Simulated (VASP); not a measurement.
# Al6N5 (a cell with a defect) in VASP: notebook, part 2 of 2

VASP 6.6.1. The steps go on from the part before.

## Step 4: Single point, PBEsol

INCAR reads:

```
  ALGO = Normal
  EDIFF = 1E-6
  ENCUT = 520
  GGA = PS
  ISIF = 2
  ISMEAR = 0
  LASPH = True
  LCHARG = False
  LREAL = False
  LWAVE = False
  NBANDS = 32
  NELECT = 40.0
  NELM = 100
  PREC = Accurate
  SIGMA = 0.05
```

KPOINTS reads:

```
k-points
0
Gamma
  6 6 6
```

POSCAR reads:

```
Al6N5
1.0
   -3.3014697842      0.0000000000      4.1398709024
    1.6507348921     -2.8591567030      4.1398709024
    1.6507348921      2.8591567030      4.1398709024
Al N
6 5
Direct
    0.2500000000      0.9166666667      0.5833333333
    0.5833333333      0.2500000000      0.9166666667
    0.9166666667      0.5833333333      0.2500000000
    0.7500000000      0.0833333333      0.4166666667
    0.0833333333      0.4166666667      0.7500000000
    0.4166666667      0.7500000000      0.0833333333
    0.4166666667      0.0833333333      0.7500000000
    0.7500000000      0.4166666667      0.0833333333
    0.8621611982      0.1639025755      0.5130318868
    0.2500000000      0.5833333333      0.9166666667
    0.5833333333      0.9166666667      0.2500000000
```

Potentials or basis: VASP PAW PBE potentials, release 64 (Al, N).

Started as:

```
> cat potpaw_PBE.64/Al/POTCAR potpaw_PBE.64/N/POTCAR > POTCAR
> mpirun -np 1 vasp_std > vasp.out
```

OUTCAR:

```text
EDIFF = 1E-6
   ENCUT = 520
   GGA = PS
   ISIF = 2
   ISMEAR = 0
   LASPH = True
   LREAL = False
   NELECT = 40.0
   NELM = 100
   PREC = Accurate

 ion  position               nearest neighbor table
   1  0.250  0.917  0.583-  11 1.91  10 1.91   9 2.01   7 2.07   4 2.81   4 2.81   5 2.81   6 2.81
                             5 2.81   6 2.81   2 3.30   3 3.30   2 3.30   3 3.30   2 3.30   3 3.30
   2  0.583  0.250  0.917-  10 1.91  11 1.91   7 2.07   8 2.07   9 2.14   6 2.81   6 2.81   4 2.81
                             5 2.81   5 2.81   4 2.81   3 3.30   1 3.30   1 3.30   3 3.30   1 3.30
   3  0.917  0.583  0.250-  10 1.91  11 1.91   8 2.07   9 2.14   5 2.81   5 2.81   4 2.81   6 2.81
                             6 2.81   4 2.81   2 3.30   1 3.30   1 3.30   1 3.30   2 3.30   2 3.30
   4  0.750  0.083  0.417-   9 1.20   7 1.91   8 1.91  11 2.07   1 2.81   1 2.81   3 2.81   2 2.81
                             3 2.81   2 2.81   5 3.30   6 3.30   6 3.30   5 3.30   6 3.30   5 3.30
   5  0.083  0.417  0.750-   8 1.91   7 1.91  10 2.07   3 2.81   3 2.81   1 2.81   2 2.81   2 2.81
                             1 2.81   6 3.30   4 3.30   4 3.30   6 3.30   6 3.30   4 3.30
   6  0.417  0.750  0.083-   8 1.91   7 1.91  10 2.07  11 2.07   2 2.81   2 2.81   3 2.81   1 2.81
                             3 2.81   1 2.81   5 3.30   4 3.30   4 3.30   4 3.30   5 3.30   5 3.30
   7  0.417  0.083  0.750-   4 1.91   6 1.91   5 1.91   2 2.07   1 2.07
   8  0.750  0.417  0.083-   5 1.91   6 1.91   4 1.91   3 2.07   2 2.07
   9  0.862  0.164  0.513-   4 1.20   1 2.01   3 2.14   2 2.14
  10  0.250  0.583  0.917-   2 1.91   3 1.91   1 1.91   5 2.07   6 2.07
  11  0.583  0.917  0.250-   1 1.91   2 1.91   3 1.91   4 2.07   6 2.07

 -----------------------------------------------------------------------------
|                                                                             |
|           W    W    AA    RRRRR   N    N  II  N    N   GGGG   !!!           |
|           W    W   A  A   R    R  NN   N  II  NN   N  G    G  !!!           |
|           W    W  A    A  R    R  N N  N  II  N N  N  G       !!!           |
|           W WW W  AAAAAA  RRRRR   N  N N  II  N  N N  G  GGG   !            |
|           WW  WW  A    A  R   R   N   NN  II  N   NN  G    G                |
|           W    W  A    A  R    R  N    N  II  N    N   GGGG   !!!           |
|                                                                             |
|     The distance between some ions is very small. Please check the          |
|     nearest-neighbor list in the OUTCAR file.                               |
|     I HOPE YOU KNOW WHAT YOU ARE DOING!                                     |
|                                                                             |
 -----------------------------------------------------------------------------

  LATTYP: Found a trigonal (rhomboedric) cell.
 ALAT       =     5.2951141465
 COS(alpha) =     0.4168835952

  Lattice vectors:

 A1 = (  -3.3014697842,   0.0000000000,   4.1398709024)
 A2 = (   1.6507348921,  -2.8591567030,   4.1398709024)
 A3 = (   1.6507348921,   2.8591567030,   4.1398709024)

Analysis of symmetry for initial positions (statically):
=====================================================================
 Subroutine PRICEL returns:
 Original cell was already a primitive cell.

 Routine SETGRP: Setting up the symmetry group for a
 trigonal (rhombohedral) supercell.

 Subroutine GETGRP returns: Found  1 space group operations
 (whereof  1 operations were pure point group operations)
 out of a pool of 12 trial point group operations.

The static configuration has the point symmetry C_1 .

Analysis of symmetry for dynamics (positions and initial velocities):
=====================================================================
 Subroutine PRICEL returns:
 Original cell was already a primitive cell.

 Routine SETGRP: Setting up the symmetry group for a
 trigonal (rhombohedral) supercell.
[... 115 lines left out ...]
   ISTART =      0    job   : 0-new  1-cont  2-samecut
   ICHARG =      2    charge: 1-file 2-atom 10-const
   ISPIN  =      1    spin polarized calculation?
   LNONCOLLINEAR =      F non collinear calculations
   LSORBIT =      F    spin-orbit coupling
   LASPH  =      T    aspherical Exc in radial PAW
   ENCUT  =  520.0 eV  38.22 Ry    6.18 a.u.   9.85  9.85  9.85*2*pi/ulx,y,z
   NELM   =    100;   NELMIN=  2; NELMDL= -5     # of ELM steps
   EDIFF  = 0.1E-05   stopping-criterion for ELM
   LREAL  =      F    real-space projection
   EDIFFG = 0.1E-04   stopping-criterion for IOM
   NSW    =      0    number of steps for IOM
   IBRION =     -1    ionic relax: 0-MD 1-quasi-New 2-CG
   NFREE  =      0    steps in history (QN), initial steepest desc. (CG)
   ISIF   =      2    stress and relaxation
   ISYM   =      2    0-nonsym 1-usesym 2-fastsym
   POTIM  = 0.5000    time-step for ionic-motion
   TEBEG  =    0.0;   TEEND  =   0.0 temperature during run
   PSTRESS=    0.0 pullay stress
   NELECT =      40.0000    total number of electrons
   NUPDOWN=      -1.0000    fix difference up-down
   EMIN   =  10.00;   EMAX   =-10.00  energy-range for DOS
   EFERMI =   0.00;   METHOD = LEGACY
   ISMEAR =     0;   SIGMA  =   0.05  broadening in eV -4-tet -1-fermi 0-gaus
   EFERMI_NEDOS =   21; number of points for ismear=-14 and -15
   IALGO  =     38    algorithm
   IMIX   =      4    mixing-type and parameters
     AMIX     =   0.40;   BMIX     =  1.00
     AMIX_MAG =   1.60;   BMIX_MAG =  1.00
  volume/ion in A,a.u.               =      10.66        71.92
  Fermi-wavevector in a.u.,A,eV,Ry     =   1.143959  2.161769 17.805152  1.308642
  Thomas-Fermi vector in A             =   2.280652
   LORBIT       =      0    0 simple, 1 ext, 2 COOP (PROOUT), +10 PAW based schemes
   GGA     = PS    functional components
   LHFCALC =     F    Hartree Fock is set to
   AEXX    =    0.0000 exact exchange contribution
   IVDW    =     0    specifies the selected vdW correction
   LEPSILON=     F    determine dielectric tensor
   LRPA    =     F    only Hartree local field effects (RPA)
 non-spin polarized calculation
 Gauss-broadening in eV      SIGMA  =   0.05
  energy-cutoff  :      520.00
  volume of cell :      117.23
 maximum number of plane-waves:      3199
   NGX = 19   NGY = 19   NGZ = 19

 number of electron      40.0000000 magnetization

 Free energy of the ion-electron system (eV)
  ---------------------------------------------------
  ext. energy  EPLUGINS =         0.00000000
  ---------------------------------------------------
  free energy    TOTEN  =       -88.70252930 eV

  energy without entropy =      -88.70057954  energy(sigma->0) =      -88.70155442

 E-fermi :   6.7185     XC(G=0): -10.7305

 val. band max:        6.7157021283   @ k =  -0.3333   0.3333  -0.0000
 cond. band min:       6.7301241401   @ k =  -0.3333   0.1667   0.1667
 fundamental gap:      0.0144220118
 Fermi energy:         6.7185251644

 k-point     1 :       0.0000    0.0000    0.0000
  band No.  band energies     occupation
      1      -9.0049      2.00000
      2      -6.8774      2.00000
      3      -6.6213      2.00000
      4      -6.4756      2.00000
      5      -5.6053      2.00000
      6       0.8782      2.00000
[... 829 lines left out ...]
     31      15.3634      0.00000
     32      15.9139      0.00000

 [... further k-points ...]
[... 5 lines left out ...]
  --------------------------------------------------------------------------------------
  -------------------------------------------------------------------------------------
  Total      -32.3944216    -30.2418164     36.6388807      0.7607082      0.8203539     -5.9139887
  in kB     -442.7182994   -413.2997257    500.7251919     10.3962174     11.2113651    -80.8235148
  external PRESSURE =    -118.4309444 kB  Pullay stress =       0.0000000 kB

 VOLUME and BASIS-vectors are now :
 -----------------------------------------------------------------------------
  energy-cutoff  :      520.00
  volume of cell :      117.23
      direct lattice vectors                 reciprocal lattice vectors
    -3.301469784  0.000000000  4.139870902    -0.201930264  0.000000000  0.080517809
     1.650734892 -2.859156703  4.139870902     0.100965132 -0.174876739  0.080517809
     1.650734892  2.859156703  4.139870902     0.100965132  0.174876739  0.080517809

 POSITION                                       TOTAL-FORCE (eV/Angst)
 -----------------------------------------------------------------------------------
      1.65073     -0.95305      7.24477         0.638324     -0.393122      1.839427
      0.00000      1.90610      7.24477        -0.475269      0.087370     -0.707769
     -1.65073     -0.95305      7.24477        -0.218148      0.403115     -3.281474
     -1.65073      0.95305      5.17484         5.758293     -2.886771    -59.407321
      1.65073      0.95305      5.17484         0.040821      1.986196      1.657592
     -0.00000     -1.90610      5.17484        -1.822031     -1.088732      0.073671
     -0.00000      1.90610      5.17484         2.339260      0.250781     -1.641875
     -1.65073     -0.95305      5.17484        -0.734702     -2.252738     -1.982568
     -1.72896      0.99822      6.37166        -5.902175      3.203281     63.706648
      1.65073      0.95305      7.24477         0.488662     -0.361019      0.050159
      0.00000     -1.90610      7.24477        -0.113036      1.051639     -0.306489
 -----------------------------------------------------------------------------------
    total drift:                               -0.000157     -0.000347     -0.000444

  FREE ENERGIE OF THE ION-ELECTRON SYSTEM (eV)
  ---------------------------------------------------
  free  energy   TOTEN  =       -88.7025292985 eV

  energy  without entropy=      -88.7005795377  energy(sigma->0) =      -88.70155442
```

Wall time 6.5 min (1 thread of Intel Xeon 6975P-C (Granite Rapids), shared host); peak memory 0.44 GiB.

What came out:

* Free energy: -88.7025 eV
* Largest force: 64.060 eV/Å

Forces in eV/Å, atoms in the order of the input:
```
Al    0.638  -0.393   1.839
Al   -0.475   0.087  -0.708
Al   -0.218   0.403  -3.281
Al    5.758  -2.887 -59.407
Al    0.041   1.986   1.658
Al   -1.822  -1.089   0.074
N     2.339   0.251  -1.642
N    -0.735  -2.253  -1.983
N    -5.902   3.203  63.707
N     0.489  -0.361   0.050
N    -0.113   1.052  -0.306
```

Levels at points of the mesh, in eV from the Fermi level:
```csv
k point,band 17,band 18,band 19,band 20,band 21,band 22,band 23,band 24
"(0.00, 0.00, 0.00)",-1.38,-0.81,-0.42,0.13,0.18,3.14,4.34,5.29
"(0.50, 0.00, 0.00)",-1.26,-1.07,-0.43,-0.30,0.07,2.81,4.09,4.85
"(0.00, 0.50, 0.00)",-1.23,-0.91,-0.76,-0.40,0.23,2.67,4.04,5.08
"(0.00, 0.00, 0.50)",-1.35,-1.04,-0.66,-0.09,0.46,2.93,3.94,4.39
"(0.50, 0.50, 0.00)",-1.67,-1.22,-0.60,-0.38,0.23,3.12,4.18,4.94
"(0.50, 0.00, 0.50)",-1.73,-0.82,-0.65,-0.16,0.08,3.43,3.82,4.38
"(0.00, 0.50, 0.50)",-1.80,-1.21,-0.51,-0.18,0.24,2.87,4.08,4.42
"(0.50, 0.50, 0.50)",-1.84,-1.59,-1.28,-0.56,0.75,3.13,3.66,4.36
```

Caveat: the cell carries a net charge on a neutralising background, which shifts energy and pressure; the cell differs from its parent crystal (atoms taken out, atom 9 moved 0.250 of the way to it and -0.525 Å across, host rigid); the cell is charged against a uniform background, so pressure and absolute levels hang on convention; atoms lie so close that the PAW spheres overlap strongly, which falsifies energies and pressures; the PAW data sets were made with another functional, which shifts forces and pressure a little.
